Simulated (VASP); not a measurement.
Set up this calculation in VASP 6.6.1, as the native input.

```
Task                   : relaxation of cell and atoms
Functional             : LDA
Potentials or basis    : VASP PAW LDA potentials, release 64 (Hf_pv, B)
Cutoff                 : 500 eV
k mesh                 : 7 × 7 × 4
Occupations            : methfessel-paxton, width 0.1 eV
Spin                   : no spin polarisation
Dipole correction      : no
Further INCAR settings : ALGO = Normal; EDIFF = 1e-07; IBRION = 2; EDIFFG = -0.01; NSW = 60; ISIF = 3
```

The structure of HfB lies in POSCAR:

```
HfB
1.0
    3.2786758693      0.0000000000      0.0000000000
   -1.6393379347      2.8394165936      0.0000000000
    0.0000000000      0.0000000000      6.0254387671
Hf B
2 2
Direct
    0.0000000000      0.0000000000      0.0000000000
    0.0000000000      0.0000000000      0.5000000000
    0.3333333333      0.6666666667      0.2500000000
    0.6666666667      0.3333333333      0.7500000000
```

These files were run (other wordings do the same):

INCAR

```
ALGO = Normal
EDIFF = 1E-7
EDIFFG = -0.01
ENCUT = 500
GGA = CA
GGA_COMPAT = F
IBRION = 2
ISIF = 3
ISMEAR = 1
LASPH = T
LCHARG = F
LREAL = F
LWAVE = F
NELM = 120
NELMIN = 4
NSW = 60
PREC = Accurate
SIGMA = 0.1
```

KPOINTS

```
k-points
0
Gamma
  7 7 4
```

Potentials or basis: VASP PAW LDA potentials, release 64 (Hf_pv, B).

Launch:

```bash
$ cat potpaw_LDA.64/Hf_pv/POTCAR potpaw_LDA.64/B/POTCAR > POTCAR
$ mpirun -np 1 vasp_std > vasp.out
```

Results of the run:

```yaml
Relaxed_volume: 14.07 Å³/atom
Relaxed_cell: a = 3.283 Å, b = 3.283 Å, c = 6.031 Å, α = 90.00°, β = 90.00°, γ = 120.00°
Space_group_after_relaxing_to_0.1_Å: P6_3/mmc (No. 194)
Energy_gained_by_relaxing: 0.1 meV/atom
Ionic_steps: 3
Pressure_after_relaxing: 0.0 GPa
Band_gap_on_the_k_mesh: zero (bands 13 and 14 overlap by 3.21 eV)
```

Caveat: spin-orbit coupling is left out, which moves the levels of the heavy elements.

Run time: 34 s on 1 thread of Intel Xeon 8259CL (shared host), peak memory 0.16 GiB.
